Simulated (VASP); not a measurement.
# LiH (Fm-3m) in VASP: further runs

LiH is run at these levels: PBE; tasks: single point, relaxation of the atoms.

Everything below comes from runs of VASP 6.6.1. Logs are shortened: lines on timing, memory, paths and dates and some standing lists are left out, and cuts for length are marked.

## 1. The cell of the first run

The structure is cubic, space group Fm-3m (No. 225). The conventional cell has a = 4.074 Å, b = 4.074 Å, c = 4.074 Å, α = 90.00°, β = 90.00°, γ = 90.00°. Within 2.7 Å of Li (site symmetry m-3m) lie 6 H at 2.04 Å. H (site symmetry m-3m) has 6 Li at 2.04 Å within 2.7 Å.

## 2. Single point, PBE

INCAR reads:

```
SYSTEM = LiH
ALGO = Normal
EDIFF = 1E-7
ENCUT = 520
GGA = PE
ISIF = 2
ISMEAR = -1
LASPH = .TRUE.
LCHARG = .FALSE.
LREAL = .FALSE.
LWAVE = .FALSE.
NBANDS = 9
NELM = 100
PREC = Accurate
SIGMA = 0.02
```

KPOINTS reads:

```
k-points
0
G
  12 12 12
  0 0 0
```

POSCAR reads:

```
LiH
1.0
    0.0000000000      2.0367500000      2.0367500000
    2.0367500000      0.0000000000      2.0367500000
    2.0367500000      2.0367500000      0.0000000000
Li H
1 1
Direct
    0.0000000000      0.0000000000      0.0000000000
    0.5000000000      0.5000000000      0.5000000000
```

Potentials or basis: VASP PAW PBE potentials, release 64 (Li_sv, H).

On the command line:

```console
> cat potpaw_PBE.64/Li_sv/POTCAR potpaw_PBE.64/H/POTCAR > POTCAR
> mpirun -np 1 vasp_std > vasp.out
```

OUTCAR:

```text
SYSTEM = LiH
   EDIFF = 1E-7
   ENCUT = 520
   GGA = PE
   ISIF = 2
   ISMEAR = -1
   LASPH = .TRUE.
   LREAL = .FALSE.
   NELM = 100
   PREC = Accurate

 ion  position               nearest neighbor table
   1  0.000  0.000  0.000-
   2  0.500  0.500  0.500-

  LATTYP: Found a face centered cubic cell.
 ALAT       =     4.0735000000

  Lattice vectors:

 A1 = (   0.0000000000,   2.0367500000,   2.0367500000)
 A2 = (   2.0367500000,   0.0000000000,   2.0367500000)
 A3 = (   2.0367500000,   2.0367500000,   0.0000000000)

Analysis of symmetry for initial positions (statically):
=====================================================================
 Subroutine PRICEL returns:
 Original cell was already a primitive cell.

 Routine SETGRP: Setting up the symmetry group for a
 face centered cubic supercell.

 Subroutine GETGRP returns: Found 48 space group operations
 (whereof 48 operations were pure point group operations)
 out of a pool of 48 trial point group operations.

The static configuration has the point symmetry O_h .

Analysis of symmetry for dynamics (positions and initial velocities):
=====================================================================
 Subroutine PRICEL returns:
 Original cell was already a primitive cell.

 Routine SETGRP: Setting up the symmetry group for a
 face centered cubic supercell.

 Subroutine GETGRP returns: Found 48 space group operations
 (whereof 48 operations were pure point group operations)
 out of a pool of 48 trial point group operations.

The dynamic configuration has the point symmetry O_h .

 Subroutine INISYM returns: Found 48 space group operations
 (whereof 48 operations are pure point group operations),
 and found     1 'primitive' translations

----------------------------------------------------------------------------------------

                                     Primitive cell

  volume of cell :      16.8983

  direct lattice vectors                    reciprocal lattice vectors
     0.000000000  2.036750000  2.036750000    -0.245489137  0.245489137  0.245489137
     2.036750000  0.000000000  2.036750000     0.245489137 -0.245489137  0.245489137
     2.036750000  2.036750000  0.000000000     0.245489137  0.245489137 -0.245489137

  length of vectors
     2.880399473  2.880399473  2.880399473     0.425199658  0.425199658  0.425199658

  position of ions in fractional coordinates (direct lattice)
     0.000000000  0.000000000  0.000000000
     0.500000000  0.500000000  0.500000000

  ion indices of the primitive-cell ions
   primitive index   ion index
                 1           1
[... 79 lines left out ...]
   ISIF   =      2    stress and relaxation
   ISYM   =      2    0-nonsym 1-usesym 2-fastsym
   POTIM  = 0.5000    time-step for ionic-motion
   TEBEG  =    0.0;   TEEND  =   0.0 temperature during run
   PSTRESS=    0.0 pullay stress
   NELECT =       4.0000    total number of electrons
   NUPDOWN=      -1.0000    fix difference up-down
   EMIN   =  10.00;   EMAX   =-10.00  energy-range for DOS
   EFERMI =   0.00;   METHOD = LEGACY
   ISMEAR =    -1;   SIGMA  =   0.02  broadening in eV -4-tet -1-fermi 0-gaus
   EFERMI_NEDOS =   21; number of points for ismear=-14 and -15
   IALGO  =     38    algorithm
   IMIX   =      4    mixing-type and parameters
     AMIX     =   0.40;   BMIX     =  1.00
     AMIX_MAG =   1.60;   BMIX_MAG =  1.00
  volume/ion in A,a.u.               =       8.45        57.02
  Fermi-wavevector in a.u.,A,eV,Ry     =   1.012699  1.913724 13.953585  1.025560
  Thomas-Fermi vector in A             =   2.145824
   LORBIT       =      0    0 simple, 1 ext, 2 COOP (PROOUT), +10 PAW based schemes
   GGA     = PE    functional components
   LHFCALC =     F    Hartree Fock is set to
   AEXX    =    0.0000 exact exchange contribution
   IVDW    =     0    specifies the selected vdW correction
   LEPSILON=     F    determine dielectric tensor
   LRPA    =     F    only Hartree local field effects (RPA)
 non-spin polarized calculation
  energy-cutoff  :      520.00
  volume of cell :       16.90
 maximum number of plane-waves:       468
 NGX is ok and might be reduce to    24
   NGX = 11   NGY = 11   NGZ = 11

 number of electron       3.9999999 magnetization

 Free energy of the ion-electron system (eV)
  ---------------------------------------------------
  ext. energy  EPLUGINS =         0.00000000
  ---------------------------------------------------
  free energy    TOTEN  =        -6.12276190 eV

  energy without entropy =       -6.12276190  energy(sigma->0) =       -6.12276190

 E-fermi :   0.3359     XC(G=0):  -8.3576

 val. band max:       -0.1284158757   @ k =   0.5000   0.5000   0.0000
 cond. band min:       2.8839421836   @ k =   0.5000   0.5000   0.0000
 fundamental gap:      3.0123580592
 Fermi energy:         0.3358808098

 k-point     1 :       0.0000    0.0000    0.0000
  band No.  band energies     occupation
      1     -44.4686      2.00000
      2      -5.3791      2.00000
      3      15.3452      0.00000
      4      17.2764      0.00000
      5      17.2764      0.00000
      6      17.2764      0.00000
      7      21.9042      0.00000
      8      21.9042      0.00000
      9      21.9042      0.00000
[... 265 lines left out ...]
 k-point    24 :      -0.4167    0.1667    0.0000
  band No.  band energies     occupation
      1     -44.4264      2.00000
      2      -2.1378      2.00000
      3       4.8889      0.00000
      4       9.8015      0.00000
      5      13.9789      0.00000
      6      15.1774      0.00000
      7      21.6531      0.00000
      8      23.3578      0.00000
      9      26.6428      0.00000

 [... further k-points ...]

------------------------ aborting loop because EDIFF is reached ----------------------------------------

  FORCE on cell =-STRESS in cart. coord.  units (eV):
  Direction    XX          YY          ZZ          XY          YZ          ZX
  --------------------------------------------------------------------------------------
  -------------------------------------------------------------------------------------
  Total       -0.1970328     -0.1970328     -0.1970328      0.0000000      0.0000000      0.0000000
  in kB      -18.6812491    -18.6812491    -18.6812491      0.0000000      0.0000000      0.0000000
  external PRESSURE =     -18.6812491 kB  Pullay stress =       0.0000000 kB

 VOLUME and BASIS-vectors are now :
 -----------------------------------------------------------------------------
  energy-cutoff  :      520.00
  volume of cell :       16.90
      direct lattice vectors                 reciprocal lattice vectors
     0.000000000  2.036750000  2.036750000    -0.245489137  0.245489137  0.245489137
     2.036750000  0.000000000  2.036750000     0.245489137 -0.245489137  0.245489137
     2.036750000  2.036750000  0.000000000     0.245489137  0.245489137 -0.245489137

 POSITION                                       TOTAL-FORCE (eV/Angst)
 -----------------------------------------------------------------------------------
      0.00000      0.00000      0.00000        -0.000000      0.000000      0.000000
      2.03675      2.03675      2.03675         0.000000     -0.000000     -0.000000
 -----------------------------------------------------------------------------------
    total drift:                                0.000000     -0.000000     -0.000000

  FREE ENERGIE OF THE ION-ELECTRON SYSTEM (eV)
  ---------------------------------------------------
  free  energy   TOTEN  =        -6.1227619007 eV

  energy  without entropy=       -6.1227619007  energy(sigma->0) =       -6.12276190
```

stdout:

```text
POSCAR found type information on POSCAR LiH
 POSCAR found :  2 types and       2 ions
 scaLAPACK will be used
 LDA part: xc-table for (Slater+PW92), standard interpolation
 POSCAR, INCAR and KPOINTS ok, starting setup
 FFT: planning ... GRIDC
 FFT: planning ... GRID_SOFT
 FFT: planning ... GRID
 WAVECAR not read
 entering main loop
```

Wall time 9.4 s (1 thread of AMD EPYC 7R13 (Zen 3), shared host); peak memory 0.1 GiB.

Results:

| Property | Result |
| --- | --- |
| Free energy | -6.1228 eV |
| Band gap on the k mesh | 3.01 eV |

Caveat: the cutoff is under 1.25 times the usual one of these potentials, so pressure, stress and relaxed cells hold a basis-set (Pulay) error. A k mesh can miss the band edges.

## 3. Relaxation of the atoms, PBE

INCAR reads:

```
PREC = Accurate
ENCUT = 520
EDIFF = 1E-6
ISMEAR = -1
SIGMA = 0.02
LREAL = False
LASPH = True
NELM = 100
ALGO = Normal
ISIF = 2
LWAVE = False
LCHARG = False
GGA = PE
IBRION = 2
NSW = 80
EDIFFG = -0.02
```

KPOINTS reads:

```
Automatic mesh
0
Gamma
  12 12 12
```

POSCAR is that of step 2.

Potentials or basis: VASP PAW PBE potentials, release 64 (Li_sv, H).

On the command line:

```console
> cat potpaw_PBE.64/Li_sv/POTCAR potpaw_PBE.64/H/POTCAR > POTCAR
> mpirun -np 1 vasp_std > vasp.out
```

Run time: 5.7 s. Hardware: 1 thread of AMD EPYC 7R13 (Zen 3), shared host; peak memory 0.1 GiB.

The run converged. Its results:

```
Free energy            : -6.1228 eV
Band gap on the k mesh : 3.01 eV
```

Final structure:
```
CELL_PARAMETERS angstrom
0.00000 2.03675 2.03675
2.03675 0.00000 2.03675
2.03675 2.03675 0.00000
ATOMIC_POSITIONS crystal
Li 0.00000 0.00000 0.00000
H 0.50000 0.50000 0.50000
```

Levels at points of the mesh, in eV from the valence-band top:
```
           k point  band 1  band 2  band 3  band 4  band 5  band 6
(0.00, 0.00, 0.00)  -44.34   -5.25   15.47   17.40   17.40   17.40
(0.50, 0.00, 0.00)  -44.30   -2.49    4.81   13.25   16.07   16.07
(0.50, 0.50, 0.00)  -44.29    0.00    3.01   10.58   10.58   13.69
```

Caveat: the cutoff is under 1.25 times the usual one of these potentials, so pressure, stress and relaxed cells hold a basis-set (Pulay) error; the relaxation stopped at its first step, so nothing moved.
